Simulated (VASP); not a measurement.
A run of VASP 6.6.1 is set up as follows.

Contents of INCAR:

```
SYSTEM = SnO2
ALGO = Normal
EDIFF = 1E-7
ENCUT = 520
GGA = PE
ISIF = 2
ISMEAR = 0
IVDW = 12
LASPH = .True.
LCHARG = .False.
LREAL = .False.
LWAVE = .False.
NBANDS = 64
NELM = 80
PREC = Accurate
SIGMA = 0.05
```

KPOINTS

```
k-points
0
Gamma
  6 6 6
  0 0 0
```

Contents of POSCAR:

```
SnO2
1.0
    3.2373377715      1.8690778339      4.2908446674
   -3.2373377715      1.8690778339      4.2908446674
    0.0000000000     -3.7381556677      4.2908446674
Sn O
4 8
Direct
    0.8671910574      0.8635728580      0.8635728581
    0.3671840071      0.3635988090      0.8635823578
    0.3671840071      0.8635823576      0.3635988092
    0.8671939419      0.3635924899      0.3635924900
    0.1246015018      0.6194842414      0.6194842298
    0.6245428083      0.1194873214      0.6194740370
    0.6245428083      0.6194740486      0.1194873098
    0.5872236653      0.6189941822      0.6189941925
    0.1245828960      0.1194888868      0.1194888752
    0.0871677666      0.1190158548      0.6189919415
    0.0871677666      0.6189919312      0.1190158651
    0.5872055084      0.1189921541      0.1189921644
```

Potentials or basis: VASP PAW PBE potentials, release 64 (Sn_d, O).

Launch:

```console
$ cat potpaw_PBE.64/Sn_d/POTCAR potpaw_PBE.64/O/POTCAR > POTCAR
$ mpirun -np 1 vasp_std > vasp.out
```

**Question.** Predict the band gap on the k mesh.

**Answer.** 1.53 eV.

**Question.** Estimate the pressure.

**Answer.** 1.7 GPa.

Stress tensor (GPa, compression positive):
```
 1.49 -0.52  4.83
-0.52  2.09  2.79
 4.83  2.79  1.39
```

Caveat: the cell differs from its parent crystal (atoms displaced along a vibrational mode); spin-orbit coupling is left out, which moves the levels of the heavy elements; forces of over 1 eV/Å act on the atoms, so gaps and moduli don't describe the material at rest.
